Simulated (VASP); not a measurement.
Fe:

```
Fe
1.0
    -1.43035    1.43035    1.43035
     1.43035   -1.43035    1.43035
     1.43035    1.43035   -1.43035
Fe
1
Direct
  0.00000 0.00000 0.00000
```

Base run:

| Item | Value |
| --- | --- |
| Program | VASP 6.6.1 |
| Functional | RPBE |
| Potentials or basis | VASP PAW PBE potentials, release 64 (Fe) |
| Cutoff | 520 eV |
| k mesh | 15 × 15 × 15 |
| Occupations | fermi-dirac, width 0.05 eV |
| Spin | collinear spin, ferromagnetic start |
| Starting moments | [2.5] μB |

Its results: pressure 0.1 GPa; net moment 2.24 μB per cell; site moments Fe +2.25 μB.

Q: The run is repeated on the same cell with these changes: k mesh from 15 × 15 × 15 to 25 × 25 × 25; moments at the start from [2.5] to [2.3]. What comes out?

A: Pressure 0.5 GPa; net moment 2.27 μB per cell; site moments Fe +2.27 μB.

Caveats: the PAW data sets were made with another functional, which shifts forces and pressure a little.
